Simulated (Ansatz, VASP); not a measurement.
## One calculation of ZnSe, two programs

```
Zn Se
1.0
     0.00000    2.83380    2.83380
     2.83380    0.00000    2.83380
     2.83380    2.83380    0.00000
Zn Se
1 1
Direct
  0.00000 0.00000 0.00000
  0.25000 0.25000 0.25000
```

Alike in both runs: task single point; functional PBE; k mesh 4 × 4 × 4; no spin polarisation.

|  | VASP | Ansatz |
| --- | --- | --- |
| version | VASP 6.6.1 | Ansatz 0.2.0 |
| potentials or method | VASP PAW PBE potentials, release 64 (Zn, Se), cutoff 520 eV | plane waves, PAW |
| occupations | gaussian, width 0.01 eV | fixed |
| valence electrons in the cell | 18 | 28 |

```tsv
	VASP	Ansatz	Ansatz less VASP
gap on the k mesh at the Fermi level (eV)	1.28	1.28	-0.001
```

VASP's potentials hold 18 valence electrons a cell and Ansatz's 28, so a difference there can come from the potentials and not from the codes.

The k mesh is coarse, so the values compare programs but aren't converged.
